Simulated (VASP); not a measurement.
HoO3, 4 atoms in the cell. Symmetry: Fm-3m, No. 225, cubic system. Conventional cell: a = 5.530 Å, b = 5.530 Å, c = 5.530 Å, α = 90.00°, β = 90.00°, γ = 90.00°. Ho (site symmetry m-3m) has 14 O at 2.39 to 2.76 Å within 3.2 Å. O (site symmetry -43m) has 4 Ho at 2.39 Å and 10 O at 2.39 to 2.76 Å within 3.2 Å. Within 3.2 Å of O (site symmetry m-3m) lie 8 O at 2.39 Å and 6 Ho at 2.76 Å. The cell was generated, and may not be a known phase.

| Property | Result |
| --- | --- |
| Program | VASP 6.6.1 |
| Task | single point |
| Functional | PBE |
| Potentials or basis | VASP PAW PBE potentials, release 64 (Ho_3, O), 4f in core |
| Cutoff | 600 eV |
| k mesh | 6 × 6 × 6 |
| Occupations | gaussian, width 0.1 eV |
| Spin | no spin polarisation |
| Dipole correction | no |
| Further INCAR settings | ALGO = Normal; EDIFF = 1e-06; NBANDS = 22 |

Potentials or basis: VASP PAW PBE potentials, release 64 (Ho_3, O), 4f in core.

The run is started by

```sh
$ cat potpaw_PBE.64/Ho_3/POTCAR potpaw_PBE.64/O/POTCAR > POTCAR
$ mpirun -np 1 vasp_std > vasp.out
```

Hardware: 1 thread of Intel(R) Xeon(R) Platinum 8259CL CPU @ 2.50GHz (Skylake/Cascade Lake), on a shared host.

Estimate the wall time of this run.

Run time: 22 s on 1 thread of Intel(R) Xeon(R) Platinum 8259CL CPU @ 2.50GHz (Skylake/Cascade Lake) (shared host), peak memory 0.18 GiB. Counts: scf iterations 14, k points 16.
